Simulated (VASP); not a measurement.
Write the native input for VASP 6.6.1 that does the following.

```
Task                   : single point
Functional             : PBE
Potentials or basis    : VASP PAW PBE potentials, release 64 (Mg)
Cutoff                 : 520 eV
k mesh                 : 24 × 24 × 1
Occupations            : gaussian, width 0.1 eV
Spin                   : no spin polarisation
Dipole correction      : yes
Further INCAR settings : ALGO = Normal; EDIFF = 1e-06; NBANDS = 7
```

The structure of Mg lies in POSCAR:

```
Mg
1.0
    3.0775332139     -0.0000002809      0.0000000000
   -1.5387663637      2.6652220847      0.0000000000
    0.0000000000      0.0000000000     23.8000000000
Mg
1
Direct
    0.0000000000      0.0000000000      0.2941176471
```

The input as run:

INCAR

```
  PREC = Accurate
  ENCUT = 520
  EDIFF = 1E-6
  ISMEAR = 0
  SIGMA = 0.1
  LREAL = F
  LASPH = T
  NELM = 80
  ALGO = Normal
  ISIF = 2
  LWAVE = F
  LCHARG = F
  LDIPOL = T
  IDIPOL = 3
  DIPOL = 0.5 0.5 0.294
  GGA = PE
  NBANDS = 7
```

KPOINTS

```
Automatic mesh
0
Gamma
  24 24 1
```

Potentials or basis: VASP PAW PBE potentials, release 64 (Mg).

The run is started by

```bash
$ cat potpaw_PBE.64/Mg/POTCAR > POTCAR
$ mpirun -np 1 vasp_std > vasp.out
```

Results of the run:

```json
{
  "Band gap on the k mesh": "zero (band 1 reaches -1.48 eV, above the bottom of band 2 at -3.28 eV)"
}
```

It took 100 s on 1 thread of AMD EPYC 7R43 64-Core Processor (Zen 3), with other jobs on the host, peak memory 0.3 GiB.
